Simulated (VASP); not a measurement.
As: single point with PBE

As:

```
As
1.0
    14.00000    0.00000    0.00000
     0.00000   14.40000    0.00000
     0.00000    0.00000   14.80000
As
1
Direct
  0.50000 0.50000 0.50000
```

```yaml
Program: VASP 6.6.1
Task: single point
Functional: PBE
Potentials_or_basis: VASP PAW PBE potentials, release 64 (As)
Cutoff: 520 eV
k_mesh: 1 × 1 × 1
Occupations: fermi-dirac, width 0.01 eV
Spin: collinear spin
Starting_moments: "[3.0] μB"
Dipole_correction: no
Further_INCAR_settings: ALGO = Normal; EDIFF = 1e-07; NBANDS = 12; ISYM = 0
```

- Pressure: 0.0 GPa
- Band gap on the k mesh: 2.30 eV
- Net moment: 3.00 μB per cell
- Site moments: As +1.25 μB
- Valence electrons inside the program's atomic spheres: As 2.57

Levels at points of the mesh, in eV from the valence-band top:
Spin up:
```csv
k point,band 1,band 2,band 3,band 4,band 5,band 6,band 7,band 8
"(0.00, 0.00, 0.00)",-9.29,0.00,0.00,0.00,5.26,6.16,6.25,6.28
```
Spin down:
| k point | band 1 | band 2 | band 3 | band 4 |
| --- | --- | --- | --- | --- |
| (0.00, 0.00, 0.00) | -7.01 | 2.30 | 2.30 | 2.30 |

Run time: 13 min on 1 thread of AMD EPYC 7571, with other jobs on the host, peak memory 2.7 GiB.
